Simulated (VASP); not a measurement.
Set up this calculation in VASP 6.6.1, as the native input.

```yaml
Task: single point
Functional: PBEsol
Potentials_or_basis: VASP PAW PBE potentials, release 64 (B, As)
Cutoff: 520 eV
k_mesh: 14 × 14 × 14
Occupations: fermi-dirac, width 0.05 eV
Spin: no spin polarisation
Dipole_correction: no
Further_INCAR_settings: ALGO = Normal; EDIFF = 1e-06; NBANDS = 11
```

The structure of BAs (zincblende type) lies in POSCAR:

```
BAs
1.0
    0.0000000000      2.2843538476      2.2843538476
    2.2843538476      0.0000000000      2.2843538476
    2.2843538476      2.2843538476      0.0000000000
B As
1 1
Direct
    0.0000000000      0.0000000000      0.0000000000
    0.2500000000      0.2500000000      0.2500000000
```

These files were run (other wordings do the same):

INCAR

```
SYSTEM = BAs
PREC     = Accurate       ! precision mode
ENCUT    = 520            ! plane-wave cutoff, eV
EDIFF    = 1E-6           ! SCF threshold, eV
ISMEAR   = -1             ! smearing method
SIGMA    = 0.05           ! smearing width, eV
LREAL    = .False.        ! projectors in reciprocal space
LASPH    = .True.         ! aspherical terms in the spheres
NELM     = 100            ! most SCF steps
ALGO     = Normal         ! electronic algorithm
ISIF     = 2              ! what is computed and relaxed
LWAVE    = .False.        ! write WAVECAR
LCHARG   = .False.        ! write CHGCAR
GGA      = PS             ! functional
NBANDS   = 11             ! bands
```

KPOINTS

```
Automatic mesh
0
Gamma
  14 14 14
  0 0 0
```

Potentials or basis: VASP PAW PBE potentials, release 64 (B, As).

Command:

```bash
$ cat potpaw_PBE.64/B/POTCAR potpaw_PBE.64/As/POTCAR > POTCAR
$ mpirun -np 1 vasp_std > vasp.out
```

Results of the run:

| Quantity | Value |
| --- | --- |
| Pressure | 24.8 GPa |
| Band gap on the k mesh | 0.94 eV (least direct gap 3.42 eV) |

Caveat: the cell stands under pressure; the PAW data sets were made with another functional, which shifts forces and pressure a little.

Wall time 10 s on 1 thread of Intel(R) Xeon(R) Platinum 8488C (Sapphire Rapids) (shared host), peak memory 0.15 GiB.
